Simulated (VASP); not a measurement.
Input of a VASP 6.6.1 run:

Contents of INCAR:

```
SYSTEM = BaCa3F8
ALGO     = Normal         ! electronic algorithm
EDIFF    = 1E-6           ! SCF threshold, eV
ENCUT    = 520            ! plane-wave cutoff, eV
GGA      = PS             ! functional
ISIF     = 2              ! what is computed and relaxed
ISMEAR   = -1             ! smearing method
LASPH    = .True.         ! aspherical terms in the spheres
LCHARG   = .False.        ! write CHGCAR
LREAL    = .False.        ! projectors in reciprocal space
LWAVE    = .False.        ! write WAVECAR
NBANDS   = 60             ! bands
NELM     = 60             ! most SCF steps
PREC     = Accurate       ! precision mode
SIGMA    = 0.02           ! smearing width, eV
```

KPOINTS

```
k-points
0
Gamma
  4 4 6
  0 0 0
```

File POSCAR:

```
BaCa3F8
1.0
    3.9592021608     -5.6568690730      0.0000000000
    3.9592021608      5.6568690730      0.0000000000
    0.0000000000      0.0000000000      3.9476514629
Ba F Ca
1 8 3
Direct
    0.0000000000      0.0000000000      0.0000000000
    0.3799513640      0.6200486360      0.5000000000
    0.1440917348      0.8559082652      0.5000000000
    0.8653142254      0.6025171909      0.0000000000
    0.6025171909      0.8653142254      0.0000000000
    0.3974828091      0.1346857746      0.0000000000
    0.1346857746      0.3974828091      0.0000000000
    0.8559082652      0.1440917348      0.5000000000
    0.6200486360      0.3799513640      0.5000000000
    0.5000000000      0.0000000000      0.5000000000
    0.0000000000      0.5000000000      0.5000000000
    0.5000000000      0.5000000000      0.0000000000
```

Potentials or basis: VASP PAW PBE potentials, release 64 (Ba_sv, F, Ca_sv).

The run is started by

```sh
$ cat potpaw_PBE.64/Ba_sv/POTCAR potpaw_PBE.64/F/POTCAR potpaw_PBE.64/Ca_sv/POTCAR > POTCAR
$ mpirun -np 1 vasp_std > vasp.out
```

(1) Estimate the largest force.

(2) Predict the band gap on the k mesh.

(3) What does it give for the pressure?

Results:

(1) 0.093 eV/Å.

(2) 6.53 eV.

(3) 0.7 GPa.

Caveat: the PAW data sets were made with another functional, which shifts forces and pressure a little; spin-orbit coupling is left out, which moves the levels of the heavy elements.
